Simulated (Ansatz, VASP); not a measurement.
**Two plane-wave programs on ZnS**

```xyz
2
Lattice="0.0000 2.6807 2.6807 2.6807 0.0000 2.6807 2.6807 2.6807 0.0000" Properties=species:S:1:pos:R:3 pbc="T T T"
Zn    0.0000    0.0000    0.0000
S     4.0211    4.0211    4.0211
```

Change from the starting cell: strain -0.015 along x and y, -0.015 along z, atoms carried along.

Alike in both runs: task single point; functional PBE; k mesh 8 × 8 × 8; occupations gaussian, width 0.05 eV; no spin polarisation.

```csv
,VASP,Ansatz
version,VASP 6.6.1,Ansatz 0.2.0
potentials or method,"VASP PAW PBE potentials, release 64 (Zn, S), cutoff 520 eV","scalar-relativistic, plane waves, PAW"
valence electrons in the cell,18,18
```

```tsv
	VASP	Ansatz	Ansatz less VASP
gap on the k mesh at the Fermi level (eV)	2.22	2.21	-0.007
least direct gap on the mesh (eV)	2.22	2.21	-0.007
pressure (GPa)	3.7	3.5	-0.18
```

The functional is the same, so the differences come from potentials, cutoffs and numerics.
